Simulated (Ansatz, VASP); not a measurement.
## Sn4As in VASP and in Ansatz

Contents of INCAR:

```
  ALGO = Normal
  EDIFF = 1E-6
  ENCUT = 520
  GGA = PE
  ISIF = 2
  ISMEAR = 0
  LASPH = T
  LCHARG = T
  LELF = T
  LREAL = F
  LVHAR = T
  LWAVE = F
  NBANDS = 38
  NELM = 60
  PREC = Accurate
  SIGMA = 0.1
```

File KPOINTS:

```
k-points
0
Gamma
  4 4 4
```

POSCAR

```
Sn4As
1.0
    5.3634650900      0.0000000000      0.0000000000
    0.0000000000      5.3634650900      0.0000000000
    0.0000000000      0.0000000000      5.3634650900
Sn As
4 1
Direct
    0.5000000000      0.0000000000      0.0000000000
    0.0000000000      0.5000000000      0.0000000000
    0.0000000000      0.0000000000      0.5000000000
    0.5000000000      0.5000000000      0.5000000000
    0.0000000000      0.0000000000      0.0000000000
```

Input for Ansatz:

```yaml
crystal:
  lattice:
    - [5.36346509, 0.0, 0.0]
    - [0.0, 5.36346509, 0.0]
    - [0.0, 0.0, 5.36346509]
  atoms:
    - { symbol: Sn, position: [0.5, 0.0, 0.0] }
    - { symbol: Sn, position: [0.0, 0.5, 0.0] }
    - { symbol: Sn, position: [0.0, 0.0, 0.5] }
    - { symbol: Sn, position: [0.5, 0.5, 0.5] }
    - { symbol: As, position: [0.0, 0.0, 0.0] }
basis:
  ecutwfc: 420
kpoints:
  mp_grid: { grid: [4, 4, 4] }
hamiltonian:
  xc: pbe
scf:
  occupations: { method: gaussian, width: 0.1 }
  lower_state_search: "off"
output:
  forces: true
  stress: true
  eigenvalues: true
```

Alike in both runs: task single point; functional PBE; k mesh 4 × 4 × 4; occupations gaussian, width 0.1 eV; no spin polarisation.

```csv
,VASP,Ansatz
version,VASP 6.6.1,Ansatz 0.2.0
potentials or method,"VASP PAW PBE potentials, release 64 (Sn_d, As), cutoff 520 eV","scalar-relativistic, plane waves, PAW"
valence electrons in the cell,61,71
```

```csv
,VASP,Ansatz,Ansatz less VASP
gap on the k mesh at the Fermi level (eV),none,none,-
pressure (GPa),0.4,0.4,+0.01
```

A gap of «none» marks a metal or a gap that the smearing closes. VASP's potentials hold 61 valence electrons a cell and Ansatz's 71, so a difference there can come from the potentials and not from the codes.
